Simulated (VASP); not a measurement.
## Fe: single point with RPBE

The system is Fe.

```
Fe
1.0
     0.00000    2.42511    2.42511
     2.42511    0.00000    2.42511
     2.42511    2.42511    0.00000
Fe
2
Direct
  0.12500 0.12500 0.12500
  0.87500 0.87500 0.87500
```

This isn't the form of Fe at room conditions, which is bcc.

| Property | Result |
| --- | --- |
| Program | VASP 6.6.1 |
| Task | single point |
| Functional | RPBE |
| Potentials or basis | VASP PAW PBE potentials, release 64 (Fe_sv) |
| Cutoff | 690 eV |
| k mesh | 12 × 12 × 12 |
| Occupations | fermi-dirac, width 0.1 eV |
| Spin | no spin polarisation |
| Dipole correction | no |
| Further INCAR settings | ALGO = Normal; EDIFF = 1e-06; NBANDS = 23 |

```json
{"Pressure": "5.2 GPa", "Band gap on the k mesh": "zero (bands 16 and 17 overlap by 0.68 eV)"}
```

Levels at points of the mesh, in eV from the Fermi level:
```csv
k point,band 13,band 14,band 15,band 16,band 17,band 18,band 19,band 20
"(0.00, 0.00, 0.00)",-2.50,-2.50,-0.40,-0.40,-0.40,1.27,1.27,14.36
"(0.50, 0.00, 0.00)",-2.52,-2.52,-1.15,0.17,0.17,1.01,1.01,2.53
"(0.50, 0.50, 0.00)",-1.41,-1.41,-0.75,-0.75,1.22,1.22,2.76,2.76
```

It took 99 s on 1 thread of Intel(R) Xeon(R) Platinum 8375C CPU @ 2.90GHz (Ice Lake) (shared host), peak memory 0.2 GiB.

Caveat: the cell stands under pressure; the PAW data sets were made with another functional, which shifts forces and pressure a little; the run has no spin polarisation, though such a crystal can be magnetic. Spin polarisation is off, so any magnetic state and its effect on volume and gap are missing.
